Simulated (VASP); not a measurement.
# GaN (Fm-3m) in VASP: further runs

The runs below take GaN through single point, with PBE, LDA, PBEsol.

Everything below comes from runs of VASP 6.6.1. Logs are shortened: lines on timing, memory, paths and dates and some standing lists are left out, and cuts for length are marked.

## (1) The cell of the first run

It takes space group Fm-3m (No. 225, cubic). The conventional cell has a = 4.270 Å, b = 4.270 Å, c = 4.270 Å, α = 90.00°, β = 90.00°, γ = 90.00°. Within 2.8 Å of Ga (site symmetry m-3m) lie 6 N at 2.14 Å. Within 2.8 Å of N (site symmetry m-3m) lie 6 Ga at 2.14 Å.

## (2) Single point, PBE

INCAR reads:

```
SYSTEM = GaN
  PREC = Accurate
  ENCUT = 520
  EDIFF = 1E-6
  ISMEAR = -1
  SIGMA = 0.03
  LREAL = .FALSE.
  LASPH = .TRUE.
  NELM = 80
  ALGO = Normal
  ISIF = 2
  LWAVE = .FALSE.
  LCHARG = .FALSE.
  GGA = PE
  NBANDS = 16
```

KPOINTS reads:

```
regular mesh
0
G
  7 7 7
  0 0 0
```

POSCAR reads:

```
GaN
1.0
    0.0000000000      2.1352350000      2.1352350000
    2.1352350000      0.0000000000      2.1352350000
    2.1352350000      2.1352350000      0.0000000000
Ga N
1 1
Direct
    0.0000000000      0.0000000000      0.0000000000
    0.5000000000      0.5000000000      0.5000000000
```

Potentials or basis: VASP PAW PBE potentials, release 64 (Ga_d, N).

The run is started by

```console
cat potpaw_PBE.64/Ga_d/POTCAR potpaw_PBE.64/N/POTCAR > POTCAR
mpirun -np 1 vasp_std > vasp.out
```

OUTCAR:

```text
SYSTEM = GaN
   PREC = Accurate
   ENCUT = 520
   EDIFF = 1E-6
   ISMEAR = -1
   LREAL = .FALSE.
   LASPH = .TRUE.
   NELM = 80
   ISIF = 2
   GGA = PE

 ion  position               nearest neighbor table
   1  0.000  0.000  0.000-   2 2.14   2 2.14   2 2.14   2 2.14   2 2.14   2 2.14
   2  0.500  0.500  0.500-   1 2.14   1 2.14   1 2.14   1 2.14   1 2.14   1 2.14

  LATTYP: Found a face centered cubic cell.
 ALAT       =     4.2704700000

  Lattice vectors:

 A1 = (   0.0000000000,   2.1352350000,   2.1352350000)
 A2 = (   2.1352350000,   0.0000000000,   2.1352350000)
 A3 = (   2.1352350000,   2.1352350000,   0.0000000000)

Analysis of symmetry for initial positions (statically):
=====================================================================
 Subroutine PRICEL returns:
 Original cell was already a primitive cell.

 Routine SETGRP: Setting up the symmetry group for a
 face centered cubic supercell.

 Subroutine GETGRP returns: Found 48 space group operations
 (whereof 48 operations were pure point group operations)
 out of a pool of 48 trial point group operations.

The static configuration has the point symmetry O_h .

Analysis of symmetry for dynamics (positions and initial velocities):
=====================================================================
 Subroutine PRICEL returns:
 Original cell was already a primitive cell.

 Routine SETGRP: Setting up the symmetry group for a
 face centered cubic supercell.

 Subroutine GETGRP returns: Found 48 space group operations
 (whereof 48 operations were pure point group operations)
 out of a pool of 48 trial point group operations.

The dynamic configuration has the point symmetry O_h .

 Subroutine INISYM returns: Found 48 space group operations
 (whereof 48 operations are pure point group operations),
 and found     1 'primitive' translations

----------------------------------------------------------------------------------------

                                     Primitive cell

  volume of cell :      19.4700

  direct lattice vectors                    reciprocal lattice vectors
     0.000000000  2.135235000  2.135235000    -0.234166263  0.234166263  0.234166263
     2.135235000  0.000000000  2.135235000     0.234166263 -0.234166263  0.234166263
     2.135235000  2.135235000  0.000000000     0.234166263  0.234166263 -0.234166263

  length of vectors
     3.019678296  3.019678296  3.019678296     0.405587864  0.405587864  0.405587864

[... 74 lines left out ...]
   NELM   =     80;   NELMIN=  2; NELMDL= -5     # of ELM steps
   EDIFF  = 0.1E-05   stopping-criterion for ELM
   LREAL  =      F    real-space projection
   EDIFFG = 0.1E-04   stopping-criterion for IOM
   NSW    =      0    number of steps for IOM
   IBRION =     -1    ionic relax: 0-MD 1-quasi-New 2-CG
   NFREE  =      0    steps in history (QN), initial steepest desc. (CG)
   ISIF   =      2    stress and relaxation
   ISYM   =      2    0-nonsym 1-usesym 2-fastsym
   POTIM  = 0.5000    time-step for ionic-motion
   TEBEG  =    0.0;   TEEND  =   0.0 temperature during run
   PSTRESS=    0.0 pullay stress
   NELECT =      18.0000    total number of electrons
   NUPDOWN=      -1.0000    fix difference up-down
   EMIN   =  10.00;   EMAX   =-10.00  energy-range for DOS
   EFERMI =   0.00;   METHOD = LEGACY
   ISMEAR =    -1;   SIGMA  =   0.03  broadening in eV -4-tet -1-fermi 0-gaus
   EFERMI_NEDOS =   21; number of points for ismear=-14 and -15
   IALGO  =     38    algorithm
   IMIX   =      4    mixing-type and parameters
     AMIX     =   0.40;   BMIX     =  1.00
     AMIX_MAG =   1.60;   BMIX_MAG =  1.00
  volume/ion in A,a.u.               =       9.74        65.70
  Fermi-wavevector in a.u.,A,eV,Ry     =   1.594814  3.013761 34.605481  2.543431
  Thomas-Fermi vector in A             =   2.692830
   LORBIT       =      0    0 simple, 1 ext, 2 COOP (PROOUT), +10 PAW based schemes
   GGA     = PE    functional components
   LHFCALC =     F    Hartree Fock is set to
   AEXX    =    0.0000 exact exchange contribution
   IVDW    =     0    specifies the selected vdW correction
   LEPSILON=     F    determine dielectric tensor
   LRPA    =     F    only Hartree local field effects (RPA)
 non-spin polarized calculation
  energy-cutoff  :      520.00
  volume of cell :       19.47
 maximum number of plane-waves:       534
   NGX = 11   NGY = 11   NGZ = 11

 number of electron      18.0000005 magnetization

 Free energy of the ion-electron system (eV)
  ---------------------------------------------------
  ext. energy  EPLUGINS =         0.00000000
  ---------------------------------------------------
  free energy    TOTEN  =       -11.20176393 eV

  energy without entropy =      -11.20176385  energy(sigma->0) =      -11.20176389

 E-fermi :   7.9021     XC(G=0): -12.9039

 val. band max:        7.4834469696   @ k =  -0.1429   0.1429   0.0000
 cond. band min:       8.2898790491   @ k =   0.4286   0.4286   0.0000
 fundamental gap:      0.8064320795
 Fermi energy:         7.9020545637

 k-point     1 :       0.0000    0.0000    0.0000
  band No.  band energies     occupation
      1      -9.4780      2.00000
      2      -6.4889      2.00000
      3      -6.4889      2.00000
      4      -6.4889      2.00000
      5      -6.4018      2.00000
      6      -6.4018      2.00000
[... 357 lines left out ...]
      3      -6.4588      2.00000
      4      -6.4339      2.00000
      5      -6.2466      2.00000
      6      -3.9486      2.00000
[... 8 lines left out ...]
     15      27.0217      0.00000
     16      34.6414      0.00000

------------------------ aborting loop because EDIFF is reached ----------------------------------------

  FORCE on cell =-STRESS in cart. coord.  units (eV):
  Direction    XX          YY          ZZ          XY          YZ          ZX
  --------------------------------------------------------------------------------------
  -------------------------------------------------------------------------------------
  Total        0.0395150      0.0395150      0.0395150      0.0000000     -0.0000000      0.0000000
  in kB        3.2516654      3.2516654      3.2516654      0.0000000     -0.0000000      0.0000000
  external PRESSURE =       3.2516654 kB  Pullay stress =       0.0000000 kB

 VOLUME and BASIS-vectors are now :
 -----------------------------------------------------------------------------
  energy-cutoff  :      520.00
  volume of cell :       19.47
      direct lattice vectors                 reciprocal lattice vectors
     0.000000000  2.135235000  2.135235000    -0.234166263  0.234166263  0.234166263
     2.135235000  0.000000000  2.135235000     0.234166263 -0.234166263  0.234166263
     2.135235000  2.135235000  0.000000000     0.234166263  0.234166263 -0.234166263

 POSITION                                       TOTAL-FORCE (eV/Angst)
 -----------------------------------------------------------------------------------
      0.00000      0.00000      0.00000         0.000000      0.000000     -0.000000
      2.13524      2.13524      2.13524         0.000000      0.000000      0.000000
 -----------------------------------------------------------------------------------
    total drift:                                0.000000     -0.000000     -0.000000

  FREE ENERGIE OF THE ION-ELECTRON SYSTEM (eV)
  ---------------------------------------------------
  free  energy   TOTEN  =       -11.2017639257 eV

  energy  without entropy=      -11.2017638508  energy(sigma->0) =      -11.20176389
```

OSZICAR:

```text
N       E                     dE             d eps       ncg     rms          rms(c)
DAV:   1     0.700292643873E+02    0.70029E+02   -0.89447E+03   736   0.207E+03
DAV:   2    -0.903908958375E+01   -0.79068E+02   -0.72476E+02   736   0.312E+02
DAV:   3    -0.129625166375E+02   -0.39234E+01   -0.39139E+01   768   0.609E+01
DAV:   4    -0.129954688867E+02   -0.32952E-01   -0.32951E-01   760   0.588E+00
DAV:   5    -0.129959150447E+02   -0.44616E-03   -0.44616E-03   776   0.627E-01    0.726E+00
DAV:   6    -0.112264643728E+02    0.17695E+01   -0.44240E+00   920   0.388E+01    0.239E+00
DAV:   7    -0.112168858666E+02    0.95785E-02   -0.21254E-01   752   0.519E+00    0.156E+00
DAV:   8    -0.112036685813E+02    0.13217E-01   -0.35729E-02   720   0.207E+00    0.559E-01
DAV:   9    -0.112017156915E+02    0.19529E-02   -0.62873E-03   792   0.171E+00    0.122E-01
DAV:  10    -0.112017710135E+02   -0.55322E-04   -0.56305E-04   776   0.262E-01    0.307E-02
DAV:  11    -0.112017622762E+02    0.87373E-05   -0.36390E-05   776   0.679E-02    0.759E-03
DAV:  12    -0.112017640512E+02   -0.17750E-05   -0.26482E-06   792   0.265E-02    0.399E-03
DAV:  13    -0.112017639257E+02    0.12546E-06   -0.18308E-07   408   0.431E-03
   1 F= -.11201764E+02 E0= -.11201764E+02  d E =-.749355E-07
```

Run time: 6.5 s. Hardware: 1 thread of Intel Xeon Platinum 8559C (Emerald Rapids), shared host; peak memory 0.13 GiB.

Results:

```yaml
Free_energy: -11.2018 eV
Pressure: 0.3 GPa
Band_gap_on_the_k_mesh: 0.81 eV, indirect (least direct gap 2.36 eV)
```

Levels at points of the mesh, in eV from the valence-band top:
```
           k point  band 7  band 8  band 9  band 10  band 11  band 12
(0.00, 0.00, 0.00)   -0.44   -0.44   -0.44     1.92    14.58    14.58
```

## (3) Single point, LDA

This run uses another cell than the first one, of 9.15 Å³/atom, 0.940 times its volume.

INCAR reads:

```
PREC = Accurate
ENCUT = 520
EDIFF = 1E-6
ISMEAR = -1
SIGMA = 0.05
LREAL = False
LASPH = True
NELM = 100
ALGO = Normal
ISIF = 2
LWAVE = False
LCHARG = False
GGA = CA
NBANDS = 16
```

KPOINTS reads:

```
regular mesh
0
Gamma
  11 11 11
```

POSCAR reads:

```
GaN
1.0
    0.0000000000      2.0916465448      2.0916465448
    2.0916465448      0.0000000000      2.0916465448
    2.0916465448      2.0916465448      0.0000000000
Ga N
1 1
Direct
    0.0000000000      0.0000000000      0.0000000000
    0.5000000000      0.5000000000      0.5000000000
```

Potentials or basis: VASP PAW LDA potentials, release 64 (Ga_d, N).

The run is started by

```console
cat potpaw_LDA.64/Ga_d/POTCAR potpaw_LDA.64/N/POTCAR > POTCAR
mpirun -np 1 vasp_std > vasp.out
```

Wall time 7.1 s (1 thread of Intel Xeon Platinum 8488C (Sapphire Rapids), shared host); peak memory 0.14 GiB.

It converged, with:

```yaml
Free_energy: -13.0828 eV
Pressure: 1.0 GPa
Band_gap_on_the_k_mesh: 0.75 eV, indirect (least direct gap 3.23 eV)
```

Levels at points of the mesh, in eV from the valence-band top:
| k point | band 5 | band 6 | band 7 | band 8 | band 9 | band 10 | band 11 | band 12 | band 13 | band 14 |
| --- | --- | --- | --- | --- | --- | --- | --- | --- | --- | --- |
| (0.00, 0.00, 0.00) | -14.00 | -14.00 | -0.57 | -0.57 | -0.57 | 2.66 | 14.82 | 14.82 | 14.82 | 15.96 |

A k mesh can miss the band edges. A hybrid or GW would open this gap; LDA tends to underestimate it.

(Continued in part 2 of 2.)
